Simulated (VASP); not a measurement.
Wanted: the native input for a VASP 6.6.1 run.

| Quantity | Value |
| --- | --- |
| Task | single point |
| Functional | PBE |
| Potentials or basis | VASP PAW PBE potentials, release 64 (Cd, Se) |
| Cutoff | 520 eV |
| k mesh | 12 × 12 × 6 |
| Occupations | fermi-dirac, width 0.02 eV |
| Spin | no spin polarisation |
| Dipole correction | no |
| Further INCAR settings | ALGO = Normal; EDIFF = 1e-06; NBANDS = 26 |

The structure of CdSe (Cadmoselite) lies in POSCAR:

```
CdSe
1.0
    4.2990000000      0.0000000000      0.0000000000
   -2.1495000000      3.7230432109      0.0000000000
    0.0000000000      0.0000000000      7.0801000000
Cd Se
2 2
Direct
    0.3333333333      0.6666666667      0.0016078563
    0.6666666667      0.3333333333      0.5016078563
    0.3333333333      0.6666666667      0.3751821437
    0.6666666667      0.3333333333      0.8751821437
```

This cell differs from its parent crystal: z stretched by +1 %, then relaxed in part.

These files were run (other wordings do the same):

INCAR

```
PREC = Accurate ; ENCUT = 520
EDIFF = 1E-6 ; ISMEAR = -1
SIGMA = 0.02 ; LREAL = False
LASPH = True ; NELM = 60
ALGO = Normal ; ISIF = 2
LWAVE = False ; LCHARG = False
GGA = PE ; NBANDS = 26
```

KPOINTS

```
Automatic mesh
0
Gamma
  12 12 6
```

Potentials or basis: VASP PAW PBE potentials, release 64 (Cd, Se).

Command:

```console
$ cat potpaw_PBE.64/Cd/POTCAR potpaw_PBE.64/Se/POTCAR > POTCAR
$ mpirun -np 1 vasp_std > vasp.out
```

Results of the run:

```yaml
Pressure: 2.8 GPa
Band_gap_on_the_k_mesh: 0.63 eV, direct
```

Caveat: the cell differs from its parent crystal (z stretched by +1 %, then relaxed in part).

Run time: 2.2 min on 1 thread of AMD EPYC 9R45 96-Core Processor (Zen 5), on a shared host, peak memory 0.32 GiB.
